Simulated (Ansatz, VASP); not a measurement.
## Two plane-wave programs on Hf4N

```
Hf N
1.0
     4.56824    0.00000    0.00000
     0.00000    4.56824    0.00000
     0.00000    0.00000    4.56824
Hf N
4 1
Direct
  0.50000 0.00000 0.00000
  0.00000 0.50000 0.00000
  0.00000 0.00000 0.50000
  0.50000 0.50000 0.50000
  0.00000 0.00000 0.00000
```

Alike in both runs: task relaxation of cell and atoms; functional PBE; k mesh 4 × 4 × 4; occupations gaussian, width 0.1 eV; no spin polarisation.

```csv
,VASP,Ansatz
version,VASP 6.6.1,Ansatz 0.2.0
potentials or method,"VASP PAW PBE potentials, release 64 (Hf_pv, N), cutoff 600 eV","scalar-relativistic, plane waves, PAW"
valence electrons in the cell,45,109
```

|  | VASP | Ansatz | Ansatz less VASP |
| --- | --- | --- | --- |
| gap on the k mesh at the Fermi level, each at its own relaxed structure (eV) | none | none | - |
| relaxed volume (Å³/atom) | 18.25 | 18.34 | +0.092 |
| relaxed cell length with the largest relative difference (Å) | 4.502 | 4.509 | +0.0076 |

A gap of «none» marks a metal or a gap that the smearing closes. VASP's potentials hold 45 valence electrons a cell and Ansatz's 109, so a difference there can come from the potentials and not from the codes.

Spin-orbit coupling is off throughout.
